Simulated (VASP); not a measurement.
# BiTe (R-3m) in VASP: further runs, part 2 of 2

VASP 6.6.1. Earlier steps stand in the parts before.

## Step 3: Single point, PBEsol (strain +0.0300 x Voigt [0, 0, 1, 0, 0, 0])

INCAR

```
PREC = Accurate
ENCUT = 520
EDIFF = 1E-6
ISMEAR = 0
SIGMA = 0.15
LREAL = False
LASPH = True
NELM = 80
ALGO = Normal
ISIF = 2
LWAVE = False
LCHARG = False
GGA = PS
NBANDS = 18
```

KPOINTS

```
regular mesh
0
Gamma
  18 18 18
```

POSCAR

```
BiTe
1.0
    2.3992465521      1.3852056427      3.2909639592
   -2.3992465521      1.3852056427      3.2909639592
    0.0000000000     -2.7704112854      3.2909639592
Bi Te
1 1
Direct
    0.5000000000      0.5000000000      0.5000000000
    0.0000000000      0.0000000000      0.0000000000
```

Potentials or basis: VASP PAW PBE potentials, release 64 (Bi_d, Te).

On the command line:

```sh
> cat potpaw_PBE.64/Bi_d/POTCAR potpaw_PBE.64/Te/POTCAR > POTCAR
> mpirun -np 1 vasp_std > vasp.out
```

OUTCAR:

```text
PREC = Accurate
   ENCUT = 520
   EDIFF = 1E-6
   ISMEAR = 0
   LREAL = False
   LASPH = True
   NELM = 80
   ISIF = 2
   GGA = PS

 ion  position               nearest neighbor table
   1  0.500  0.500  0.500-   2 3.22   2 3.22   2 3.22   2 3.22   2 3.22   2 3.22
   2  0.000  0.000  0.000-   1 3.22   1 3.22   1 3.22   1 3.22   1 3.22   1 3.22

  LATTYP: Found a trigonal (rhomboedric) cell.
 ALAT       =     4.3018161829
 COS(alpha) =     0.3778772882

  Lattice vectors:

 A1 = (   2.3992465521,   1.3852056427,   3.2909639592)
 A2 = (  -2.3992465521,   1.3852056427,   3.2909639592)
 A3 = (   0.0000000000,  -2.7704112854,   3.2909639592)

Analysis of symmetry for initial positions (statically):
=====================================================================
 Subroutine PRICEL returns:
 Original cell was already a primitive cell.

 Routine SETGRP: Setting up the symmetry group for a
 trigonal (rhombohedral) supercell.

 Subroutine GETGRP returns: Found 12 space group operations
 (whereof 12 operations were pure point group operations)
 out of a pool of 12 trial point group operations.

The static configuration has the point symmetry D_3d.

Analysis of symmetry for dynamics (positions and initial velocities):
=====================================================================
 Subroutine PRICEL returns:
 Original cell was already a primitive cell.

 Routine SETGRP: Setting up the symmetry group for a
 trigonal (rhombohedral) supercell.

 Subroutine GETGRP returns: Found 12 space group operations
 (whereof 12 operations were pure point group operations)
 out of a pool of 12 trial point group operations.

The dynamic configuration has the point symmetry D_3d.

 Subroutine INISYM returns: Found 12 space group operations
 (whereof 12 operations are pure point group operations),
 and found     1 'primitive' translations

[... 109 lines left out ...]
   ISMEAR =     0;   SIGMA  =   0.15  broadening in eV -4-tet -1-fermi 0-gaus
   EFERMI_NEDOS =   21; number of points for ismear=-14 and -15
   IALGO  =     38    algorithm
   IMIX   =      4    mixing-type and parameters
     AMIX     =   0.40;   BMIX     =  1.00
     AMIX_MAG =   1.60;   BMIX_MAG =  1.00
  volume/ion in A,a.u.               =      32.81       221.43
  Fermi-wavevector in a.u.,A,eV,Ry     =   1.119765  2.116048 17.059977  1.253873
  Thomas-Fermi vector in A             =   2.256406
   LORBIT       =      0    0 simple, 1 ext, 2 COOP (PROOUT), +10 PAW based schemes
   GGA     = PS    functional components
   LHFCALC =     F    Hartree Fock is set to
   AEXX    =    0.0000 exact exchange contribution
   IVDW    =     0    specifies the selected vdW correction
   LEPSILON=     F    determine dielectric tensor
   LRPA    =     F    only Hartree local field effects (RPA)
 non-spin polarized calculation
 Gauss-broadening in eV      SIGMA  =   0.15
  energy-cutoff  :      520.00
  volume of cell :       65.62
 maximum number of plane-waves:      1783
   NGX = 15   NGY = 15   NGZ = 15

 number of electron      21.0000004 magnetization

 Free energy of the ion-electron system (eV)
  ---------------------------------------------------
  ext. energy  EPLUGINS =         0.00000000
  ---------------------------------------------------
  free energy    TOTEN  =        -8.00978094 eV

  energy without entropy =       -7.99581834  energy(sigma->0) =       -8.00279964

 E-fermi :   6.8353     XC(G=0):  -9.7536

 val. band max:        6.8349777185   @ k =  -0.1667   0.1667   0.0556
 cond. band min:       6.8363648748   @ k =  -0.4444   0.2222   0.2222
 fundamental gap:      0.0013871563
 Fermi energy:         6.8353111393

 k-point     1 :       0.0000    0.0000    0.0000
  band No.  band energies     occupation
      1     -16.2929      2.00000
      2     -16.2929      2.00000
      3     -16.2846      2.00000
      4     -16.2846      2.00000
      5     -16.2682      2.00000
      6      -6.8388      2.00000
[... 481 lines left out ...]
      5     -16.2667      2.00000
      6      -6.3167      2.00000
[... 10 lines left out ...]
     17      15.0771      0.00000
     18      15.7574      0.00000

 [... further k-points ...]

------------------------ aborting loop because EDIFF is reached ----------------------------------------

  FORCE on cell =-STRESS in cart. coord.  units (eV):
  Direction    XX          YY          ZZ          XY          YZ          ZX
  --------------------------------------------------------------------------------------
  -------------------------------------------------------------------------------------
  Total       -0.4825299     -0.4825299     -0.5270126      0.0000000      0.0000000      0.0000000
  in kB      -11.7807058    -11.7807058    -12.8667273      0.0000000      0.0000000      0.0000000
  external PRESSURE =     -12.1427130 kB  Pullay stress =       0.0000000 kB

 VOLUME and BASIS-vectors are now :
 -----------------------------------------------------------------------------
  energy-cutoff  :      520.00
  volume of cell :       65.62
      direct lattice vectors                 reciprocal lattice vectors
     2.399246552  1.385205643  3.290963959     0.208398757  0.120319079  0.101287446
    -2.399246552  1.385205643  3.290963959    -0.208398757  0.120319079  0.101287446
     0.000000000 -2.770411285  3.290963959     0.000000000 -0.240638157  0.101287446

 POSITION                                       TOTAL-FORCE (eV/Angst)
 -----------------------------------------------------------------------------------
      0.00000      0.00000      4.93645         0.000000     -0.000000      0.000000
      0.00000      0.00000      0.00000        -0.000000      0.000000     -0.000000
 -----------------------------------------------------------------------------------
    total drift:                               -0.000000      0.000000     -0.000000

  FREE ENERGIE OF THE ION-ELECTRON SYSTEM (eV)
  ---------------------------------------------------
  free  energy   TOTEN  =        -8.0097809433 eV

  energy  without entropy=       -7.9958183374  energy(sigma->0) =       -8.00279964
```

Run time: 2.6 min. Hardware: 1 thread of Intel Xeon 6975P-C (Granite Rapids), shared host; peak memory 0.72 GiB.

Results:

* Free energy: -8.0098 eV
* Pressure: -1.2 GPa
* Band gap on the k mesh: zero (an odd number of electrons rules out a gap without spin polarisation)

Caveat: the cell differs from its parent crystal (strain +0.0300 x Voigt [0, 0, 1, 0, 0, 0]); the PAW data sets were made with another functional, which shifts forces and pressure a little; spin-orbit coupling is left out, which moves the levels of the heavy elements.
